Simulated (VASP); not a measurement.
A run of VASP 6.6.1:

Contents of INCAR:

```
PREC     = Accurate       # precision mode
ENCUT    = 520            # plane-wave cutoff, eV
EDIFF    = 1E-6           # SCF threshold, eV
ISMEAR   = 0              # smearing method
SIGMA    = 0.01           # smearing width, eV
LREAL    = F              # projectors in reciprocal space
LASPH    = T              # aspherical terms in the spheres
NELM     = 100            # most SCF steps
ALGO     = Normal         # electronic algorithm
ISIF     = 2              # what is computed and relaxed
LWAVE    = F              # write WAVECAR
LCHARG   = T              # write CHGCAR
GGA      = PE             # functional
LELF     = T              # ELF
LVHAR    = T            
NBANDS   = 16             # bands
```

Contents of KPOINTS:

```
Automatic mesh
0
Gamma
  6 6 6
```

The input POSCAR:

```
CdTe
1.0
    0.0000000000      3.2799012424      3.2799012424
    3.2799012424      0.0000000000      3.2799012424
    3.2799012424      3.2799012424      0.0000000000
Cd Te
1 1
Direct
    0.0000000000      0.0000000000      0.0000000000
    0.2500000000      0.2500000000      0.2500000000
```

Potentials or basis: VASP PAW PBE potentials, release 64 (Cd, Te).

Command:

```console
$ cat potpaw_PBE.64/Cd/POTCAR potpaw_PBE.64/Te/POTCAR > POTCAR
$ mpirun -np 1 vasp_std > vasp.out
```

Hardware: 1 thread of Intel(R) Xeon(R) 6975P-C (Granite Rapids), with other jobs on the host.

Problem. How long does it take, and how much memory?

Solution. It took 7.9 s on 1 thread of Intel(R) Xeon(R) 6975P-C (Granite Rapids), on a shared host, peak memory 0.21 GiB. Counts: scf iterations 12, k points 16.
